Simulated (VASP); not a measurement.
Here is a VASP 6.6.1 calculation.

File INCAR:

```
SYSTEM = SnTe
ALGO = Normal
EDIFF = 1E-6
EDIFFG = -0.002
ENCUT = 600
GGA = PS
IBRION = 2
ISIF = 3
ISMEAR = -1
LASPH = .TRUE.
LCHARG = .FALSE.
LREAL = .FALSE.
LWAVE = .FALSE.
NELM = 80
NSW = 100
PREC = Accurate
SIGMA = 0.05
```

The input KPOINTS:

```
k-points
0
G
  12 12 12
  0 0 0
```

Contents of POSCAR:

```
SnTe
1.0
    0.0000000000      3.1508500000      3.1508500000
    3.1508500000      0.0000000000      3.1508500000
    3.1508500000      3.1508500000      0.0000000000
Sn Te
1 1
Direct
    0.0000000000      0.0000000000      0.0000000000
    0.5000000000      0.5000000000      0.5000000000
```

Potentials or basis: VASP PAW PBE potentials, release 64 (Sn_d, Te).

Launch:

```bash
$ cat potpaw_PBE.64/Sn_d/POTCAR potpaw_PBE.64/Te/POTCAR > POTCAR
$ mpirun -np 1 vasp_std > vasp.out
```

What does it give for the relaxed volume?

31.11 Å³/atom.

What does it give for the band gap on the k mesh?

0.16 eV.

Predict the relaxed cell.

a = 4.448 Å, b = 4.448 Å, c = 4.448 Å, α = 60.00°, β = 60.00°, γ = 60.00°.

Final structure:
```cif
data_structure
_symmetry_space_group_name_H-M 'P 1'
_symmetry_Int_Tables_number 1
_cell_length_a 4.4479
_cell_length_b 4.4479
_cell_length_c 4.4479
_cell_angle_alpha 60.000
_cell_angle_beta 60.000
_cell_angle_gamma 60.000
_cell_volume 62.22
loop_
_atom_site_label
_atom_site_type_symbol
_atom_site_fract_x
_atom_site_fract_y
_atom_site_fract_z
_atom_site_occupancy
Sn1 Sn 0.00000 0.00000 0.00000 1
Te1 Te 0.50000 0.50000 0.50000 1
```

Caveat: the PAW data sets were made with another functional, which shifts forces and pressure a little; spin-orbit coupling is left out, which moves the levels of the heavy elements. A k mesh can miss the band edges.
